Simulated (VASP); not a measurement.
Crystal: RbBr.

```
Rb Br
1.0
     0.00000    3.46083    3.46083
     3.46083    0.00000    3.46083
     3.46083    3.46083    0.00000
Rb Br
1 1
Direct
  0.00000 0.00000 0.00000
  0.50000 0.50000 0.50000
```

Base run:

- Program: VASP 6.6.1
- Functional: r2SCAN
- Potentials or basis: VASP PAW PBE potentials, release 64 (Rb_sv, Br)
- Cutoff: 520 eV
- k mesh: 6 × 6 × 6
- Occupations: gaussian, width 0.01 eV
- Spin: no spin polarisation

Its results: band gap on the k mesh 4.89 eV; pressure 0.0 GPa.

Q: The run is repeated on the same cell with these changes: functional from r2SCAN to PBE; occupations from gaussian, width 0.01 eV to fermi-dirac, width 0.02 eV. What comes out?

A: Band gap on the k mesh 4.29 eV; pressure 0.6 GPa.

Caveats: the PAW data sets were made with another functional, which shifts forces and pressure a little (at least some runs).

